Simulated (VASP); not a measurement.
A run of VASP 6.6.1:

The input INCAR:

```
SYSTEM = Ta
  ALGO = Normal
  EDIFF = 1E-7
  ENCUT = 520
  GGA = PE
  ISIF = 2
  ISMEAR = -1
  LASPH = .TRUE.
  LCHARG = .TRUE.
  LELF = .TRUE.
  LREAL = .FALSE.
  LVHAR = .TRUE.
  LWAVE = .FALSE.
  NBANDS = 18
  NELM = 80
  PREC = Accurate
  SIGMA = 0.05
```

KPOINTS

```
k-points
0
G
  6 6 3
  0 0 0
```

POSCAR

```
Ta
1.0
    2.9003720726      0.0000000000      0.0000000000
   -1.4501860363      2.5117958953      0.0000000000
    0.0000000000      0.0000000000      5.1662740000
Ta
2
Direct
    0.3333333333      0.6666666667      0.2500000000
    0.6666666667      0.3333333333      0.7500000000
```

Potentials or basis: VASP PAW PBE potentials, release 64 (Ta_pv).

The run is started by

```sh
$ cat potpaw_PBE.64/Ta_pv/POTCAR > POTCAR
$ mpirun -np 1 vasp_std > vasp.out
```

Hardware: 1 thread of Intel(R) Xeon(R) Platinum 8559C (Emerald Rapids) (shared host).

Question: How long does it take, and how much memory?

Answer: Run time: 6.2 s on 1 thread of Intel(R) Xeon(R) Platinum 8559C (Emerald Rapids) (shared host), peak memory 0.15 GiB. Counts: scf iterations 14, k points 14.
